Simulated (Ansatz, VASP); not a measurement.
AlN: VASP beside Ansatz

```xyz
2
Lattice="-1.4413 1.4413 2.0316 1.4413 -1.4413 2.0316 1.4413 1.4413 -2.0316" Properties=species:S:1:pos:R:3 pbc="T T T"
Al    0.0000    0.0000    0.0000
N     0.0000    0.0000    2.0316
```

Alike in both runs: functional PBE; k mesh 5 × 5 × 5; occupations gaussian, width 0.15 eV; no spin polarisation.

Ansatz relaxed the structure, and its values are those at the end. VASP's run is a single point on that final structure, the one shown.

|  | VASP | Ansatz |
| --- | --- | --- |
| version | VASP 6.6.1 | Ansatz 0.2.0 |
| potentials or method | VASP PAW PBE potentials, release 64 (Al, N), cutoff 600 eV | scalar-relativistic, plane waves, PAW |
| valence electrons in the cell | 8 | 8 |

|  | VASP | Ansatz | Ansatz less VASP |
| --- | --- | --- | --- |
| gap on the k mesh at the Fermi level (eV) | 4.98 | 5.00 | +0.023 |
| least direct gap on the mesh (eV) | 5.36 | 5.35 | -0.011 |
| pressure (GPa) | -0.8 | -0.4 | +0.40 |

With one functional, cell and mesh, what is left measures potentials, basis and numerics.

The k mesh is coarse, so the values compare programs but aren't converged.
